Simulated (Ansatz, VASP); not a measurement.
**Ti in VASP and in Ansatz**

```
Ti
1.0
     0.00000    1.96652    2.16317
     1.96652    0.00000    2.16317
     1.96652    1.96652    0.00000
Ti
1
Cartesian
  0.0000 0.0000 0.0000
```

Alike in both runs: task single point; functional PBEsol; k mesh 22 × 22 × 22; occupations gaussian, width 0.15 eV; no spin polarisation.

```csv
,VASP,Ansatz
version,VASP 6.6.1,Ansatz 0.2.0
potentials or method,"VASP PAW PBE potentials, release 64 (Ti_sv), cutoff 520 eV","scalar-relativistic, plane waves, PAW"
valence electrons in the cell,12,12
```

|  | VASP | Ansatz | Ansatz less VASP |
| --- | --- | --- | --- |
| gap on the k mesh at the Fermi level (eV) | none | none | - |
| pressure (GPa) | -0.7 | -0.4 | +0.29 |
| traceless stress, the component that is largest in VASP (GPa) | -1.87 | -1.85 | +0.021 |

VASP's potentials were made for PBE, not for PBEsol. A gap of «none» marks a metal or a gap that the smearing closes.
